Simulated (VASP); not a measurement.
# LaPb2 (I4/mmm) in VASP: single point with BLYP+D3(BJ)

Aim: the single point of LaPb2 with BLYP+D3(BJ).

Everything below comes from runs of VASP 6.6.1. Logs are shortened: lines on timing, memory, paths and dates and some standing lists are left out, and cuts for length are marked.

### 1 The cell of the first run

Symmetry: I4/mmm, No. 139, tetragonal system. The conventional cell has a = 4.133 Å, b = 4.133 Å, c = 11.277 Å, α = 90.00°, β = 90.00°, γ = 90.00°. Pb (site symmetry 4mm) has 9 Pb at 3.26 to 4.20 Å and 5 La at 3.54 to 3.60 Å within 4.3 Å. La (site symmetry 4/mmm) has 10 Pb at 3.54 to 3.60 Å and 4 La at 4.13 Å within 4.6 Å.

### 2 Single point, BLYP+D3(BJ), non-collinear spin, zero start, spin-orbit coupling

The input, INCAR:

```
  PREC = Accurate
  ENCUT = 520
  EDIFF = 1E-6
  ISMEAR = 0
  SIGMA = 0.05
  LREAL = False
  LASPH = True
  NELM = 150
  ALGO = Normal
  ISIF = 2
  LWAVE = False
  LCHARG = False
  MAGMOM = 0 0 0 0 0 0 0 0 0
  LORBIT = 11
  LSORBIT = True
  GGA_COMPAT = False
  LORBMOM = True
  LMAXMIX = 6
  GGA = B5
  ALDAX = 1.0
  AGGAX = 1.0
  AGGAC = 1.0
  ALDAC = 0.0
  IVDW = 12
  VDW_S6 = 1.0
  VDW_S8 = 2.6996
  VDW_A1 = 0.4298
  VDW_A2 = 4.2359
  NBANDS = 52
```

The input, KPOINTS:

```
Automatic mesh
0
Gamma
  7 7 7
```

The input, POSCAR:

```
LaPb2
1.0
   -2.0663430000      2.0663430000      5.6384500000
    2.0663430000     -2.0663430000      5.6384500000
    2.0663430000      2.0663430000     -5.6384500000
Pb La
2 1
Direct
    0.6863945000      0.6863945000      0.0000000000
    0.3136055000      0.3136055000      0.0000000000
    0.0000000000      0.0000000000      0.0000000000
```

Potentials or basis: VASP PAW PBE potentials, release 64 (Pb_d, La).

Run with:

```bash
> cat potpaw_PBE.64/Pb_d/POTCAR potpaw_PBE.64/La/POTCAR > POTCAR
> mpirun -np 1 vasp_ncl > vasp.out
```

OUTCAR:

```text
PREC = Accurate
   ENCUT = 520
   EDIFF = 1E-6
   ISMEAR = 0
   LREAL = False
   LASPH = True
   NELM = 150
   ISIF = 2
   LORBIT = 11
   LSORBIT = True
   GGA = B5
   IVDW = 12
 IVDW          = 12

 ion  position               nearest neighbor table
   1  0.686  0.686  0.000-   2 3.26   2 3.26   2 3.26   2 3.26   3 3.54   3 3.60   3 3.60   3 3.60
                             3 3.60
   2  0.314  0.314  0.000-   1 3.26   1 3.26   1 3.26   1 3.26   3 3.54   3 3.60   3 3.60   3 3.60
                             3 3.60
   3  0.000  0.000  0.000-   1 3.54   2 3.54   2 3.60   1 3.60   1 3.60   1 3.60   1 3.60   2 3.60
                             2 3.60   2 3.60

  LATTYP: Found a body centered tetragonal cell.
 ALAT       =     4.1326860000
 C/A-ratio  =     2.7287096092

  Lattice vectors:

 A1 = (  -2.0663430000,   2.0663430000,   5.6384500000)
 A2 = (   2.0663430000,  -2.0663430000,   5.6384500000)
 A3 = (   2.0663430000,   2.0663430000,  -5.6384500000)

Analysis of symmetry for initial positions (statically):
=====================================================================
 Subroutine PRICEL returns:
 Original cell was already a primitive cell.

 Routine SETGRP: Setting up the symmetry group for a
 body centered tetragonal supercell.

 Subroutine GETGRP returns: Found 16 space group operations
 (whereof 16 operations were pure point group operations)
 out of a pool of 16 trial point group operations.

The static configuration has the point symmetry D_4h.

Analysis of symmetry for dynamics (positions and initial velocities):
=====================================================================
 Subroutine PRICEL returns:
 Original cell was already a primitive cell.

 Routine SETGRP: Setting up the symmetry group for a
 body centered tetragonal supercell.

 Subroutine GETGRP returns: Found 16 space group operations
 (whereof 16 operations were pure point group operations)
 out of a pool of 16 trial point group operations.

The dynamic configuration has the point symmetry D_4h.

Analysis of structural, dynamic, and magnetic symmetry:
=====================================================================
 Subroutine PRICEL returns:
 Original cell was already a primitive cell.

 Routine SETGRP: Setting up the symmetry group for a
 body centered tetragonal supercell.

 Subroutine GETGRP returns: Found 16 space group operations
 (whereof 16 operations were pure point group operations)
 out of a pool of 16 trial point group operations.

The overall configuration has the point symmetry D_4h.

 Subroutine INISYM returns: Found 16 space group operations
 (whereof 16 operations are pure point group operations),
 and found     1 'primitive' translations

----------------------------------------------------------------------------------------

                                     Primitive cell

  volume of cell :      96.2996

  direct lattice vectors                    reciprocal lattice vectors
    -2.066343000  2.066343000  5.638450000     0.000000000  0.241973380  0.088676853
     2.066343000 -2.066343000  5.638450000     0.241973380  0.000000000  0.088676853
     2.066343000  2.066343000 -5.638450000     0.241973380  0.241973380  0.000000000

  length of vectors
     6.350721627  6.350721627  6.350721627     0.257710498  0.257710498  0.342202036

  position of ions in fractional coordinates (direct lattice)
     0.686394500  0.686394500  0.000000000
     0.313605500  0.313605500  0.000000000
     0.000000000  0.000000000  0.000000000

  ion indices of the primitive-cell ions
   primitive index   ion index
                 1           1
                 2           2
                 3           3

----------------------------------------------------------------------------------------

 KPOINTS: Automatic mesh

[... 113 lines left out ...]
  ---------------------------------------------------
  free energy    TOTEN  =       -11.95557483 eV

  energy without entropy =      -11.95222390  energy(sigma->0) =      -11.95389937

 E-fermi :   8.1035     XC(G=0):  -9.4017

 val. band max:        8.0818989850   @ k =  -0.2857  -0.2857   0.2857
 cond. band min:       8.1160903828   @ k =   0.2857   0.1429  -0.0000
 fundamental gap:      0.0341913979
 Fermi energy:         8.1034945028

 k-point     1 :       0.0000    0.0000    0.0000
  band No.  band energies     occupation
      1     -25.1892      1.00000
      2     -25.1892      1.00000
      3     -10.3937      1.00000
      4     -10.3937      1.00000
      5      -9.9985      1.00000
      6      -9.9985      1.00000
[... 1285 lines left out ...]
     50       9.4397      0.00000
     51       9.5166      0.00000

 [... further k-points ...]

 [bands above 51 left out]

------------------------ aborting loop because EDIFF is reached ----------------------------------------

 Edisp (eV)   -3.08446

 E8    (eV) :    -2.4625

  FORCE on cell =-STRESS in cart. coord.  units (eV):
  Direction    XX          YY          ZZ          XY          YZ          ZX
  --------------------------------------------------------------------------------------
  -------------------------------------------------------------------------------------
  Total      -1.18598    -1.18598    -0.98214     0.00000    -0.00000     0.00000
  in kB     -19.73169   -19.73169   -16.34031     0.00000    -0.00000     0.00000
  external pressure =      -18.60 kB  Pullay stress =        0.00 kB

 VOLUME and BASIS-vectors are now :
 -----------------------------------------------------------------------------
  energy-cutoff  :      520.00
  volume of cell :       96.30
      direct lattice vectors                 reciprocal lattice vectors
    -2.066343000  2.066343000  5.638450000     0.000000000  0.241973380  0.088676853
     2.066343000 -2.066343000  5.638450000     0.241973380  0.000000000  0.088676853
     2.066343000  2.066343000 -5.638450000     0.241973380  0.241973380  0.000000000

 POSITION                                       TOTAL-FORCE (eV/Angst)
 -----------------------------------------------------------------------------------
      0.00000      0.00000      7.74040        -0.000000     -0.000000     -0.223186
      0.00000      0.00000      3.53650         0.000000      0.000000      0.223186
      0.00000      0.00000      0.00000         0.000000      0.000000      0.000000
 -----------------------------------------------------------------------------------
    total drift:                               -0.000000      0.000000     -0.000000

  FREE ENERGIE OF THE ION-ELECTRON SYSTEM (eV)
  ---------------------------------------------------
  free  energy   TOTEN  =       -15.0400320602 eV

  energy  without entropy=      -15.0366811280  energy(sigma->0) =      -15.03835659

 orbital moment (x)

 # of ion     p       d       f       tot
 ------------------------------------------------
  1         0.000   0.000   0.000   0.000
  2         0.000   0.000   0.000   0.000
  3         0.000   0.000   0.000   0.000
 ------------------------------------------------
            0.000   0.000   0.000   0.000

 orbital moment (y)

 # of ion     p       d       f       tot
 ------------------------------------------------
  1         0.000   0.000   0.000   0.000
  2        -0.000   0.000   0.000  -0.000
  3        -0.000   0.000  -0.000  -0.000
 ------------------------------------------------
           -0.000   0.000  -0.000  -0.000

 orbital moment (z)

 # of ion     p       d       f       tot
 ------------------------------------------------
  1         0.000   0.000   0.000   0.000
  2         0.000  -0.000   0.000  -0.000
  3        -0.000   0.000  -0.000  -0.000
 ------------------------------------------------
           -0.000  -0.000  -0.000  -0.000

 Spin-Orbit-Coupling matrix elements

 Ion:    1  E_soc:     -1.2205549
 l=   1
     0.0000000    -0.1396434    -0.1260823
    -0.1396434     0.0000000    -0.1396434
    -0.1260823    -0.1396434     0.0000000
 l=   2
     0.0000000    -0.0134905     0.0000000    -0.0134905    -0.0547584
    -0.0134905     0.0000000    -0.0409500    -0.0138270    -0.0137210
     0.0000000    -0.0409500     0.0000000    -0.0409500     0.0000000
    -0.0134905    -0.0138270    -0.0409500     0.0000000    -0.0137210
    -0.0547584    -0.0137210     0.0000000    -0.0137210     0.0000000
 l=   3
     0.0000000     0.0000000     0.0000000     0.0000000     0.0000000     0.0000000     0.0000000
     0.0000000     0.0000000     0.0000000     0.0000000     0.0000000     0.0000000     0.0000000
     0.0000000     0.0000000     0.0000000     0.0000000     0.0000000     0.0000000     0.0000000
     0.0000000     0.0000000     0.0000000     0.0000000     0.0000000     0.0000000     0.0000000
[... 29 lines left out ...]
 l=   2
     0.0000000    -0.0009587     0.0000000    -0.0009587    -0.0011137
    -0.0009587     0.0000000    -0.0016401    -0.0007640    -0.0004657
     0.0000000    -0.0016401     0.0000000    -0.0016401     0.0000000
    -0.0009587    -0.0007640    -0.0016401     0.0000000    -0.0004657
    -0.0011137    -0.0004657     0.0000000    -0.0004657     0.0000000
 l=   3
     0.0000000     0.0000185     0.0000000     0.0000000     0.0000000    -0.0000327    -0.0000520
     0.0000185     0.0000000    -0.0000780     0.0000000    -0.0000780     0.0000554     0.0000185
     0.0000000    -0.0000780     0.0000000    -0.0001662    -0.0000011     0.0000052     0.0000000
     0.0000000     0.0000000    -0.0001662     0.0000000    -0.0001662     0.0000000     0.0000000
     0.0000000    -0.0000780    -0.0000011    -0.0001662     0.0000000     0.0000052     0.0000000
    -0.0000327     0.0000554     0.0000052     0.0000000     0.0000052     0.0000000    -0.0000327
    -0.0000520     0.0000185     0.0000000     0.0000000     0.0000000    -0.0000327     0.0000000

 total charge

# of ion       s       p       d       f       tot
--------------------------------------------------
    1        1.331   0.949   9.804   0.000  12.083
    2        1.331   0.949   9.804   0.000  12.083
    3        2.012   5.623   0.753   0.113   8.501
--------------------------------------------------
tot          4.674   7.521  20.360   0.113  32.667

 magnetization (x)

# of ion       s       p       d       f       tot
--------------------------------------------------
    1        0.000  -0.000  -0.000   0.000  -0.000
    2        0.000  -0.000  -0.000   0.000  -0.000
    3        0.000   0.000  -0.000  -0.000  -0.000
--------------------------------------------------
tot          0.000  -0.000  -0.000  -0.000  -0.000

 magnetization (y)

# of ion       s       p       d       f       tot
--------------------------------------------------
    1       -0.000   0.000   0.000   0.000   0.000
    2       -0.000   0.000   0.000   0.000   0.000
    3       -0.000   0.000   0.000   0.000   0.000
--------------------------------------------------
tot         -0.000   0.000   0.000   0.000   0.000

 magnetization (z)

# of ion       s       p       d       f       tot
--------------------------------------------------
    1        0.000   0.000   0.000   0.000   0.000
    2        0.000   0.000   0.000   0.000   0.000
    3       -0.000  -0.000  -0.000   0.000  -0.000
--------------------------------------------------
tot         -0.000  -0.000  -0.000   0.000  -0.000
```

Wall time 27 min (1 thread of Intel Xeon 8259CL, shared host); peak memory 0.92 GiB.

Results:

| Property | Result |
| --- | --- |
| Free energy | -15.0400 eV |
| Pressure | -1.9 GPa |
| Largest force | 0.223 eV/Å |
| Net moment | 0.00 μB per cell |
| Valence electrons inside the program's atomic spheres | Pb 12.08; La 8.50 |
| Dispersion energy per atom | -1.028 eV |

Forces on the atoms (eV/Å):
```
Pb   0.000  0.000 -0.223
Pb   0.000  0.000  0.223
La   0.000  0.000  0.000
```

Stress tensor (GPa, compression positive):
```
-1.97  0.00  0.00
 0.00 -1.97  0.00
 0.00  0.00 -1.63
```

Moments on the atoms (μB; x, y, z):
```
Pb  0.00 0.00 0.00
Pb  0.00 0.00 0.00
La  0.00 0.00 0.00
```

Caveat: the dispersion term is far too large for a dense solid, which distorts pressure and volume; the PAW data sets were made with another functional, which shifts forces and pressure a little.
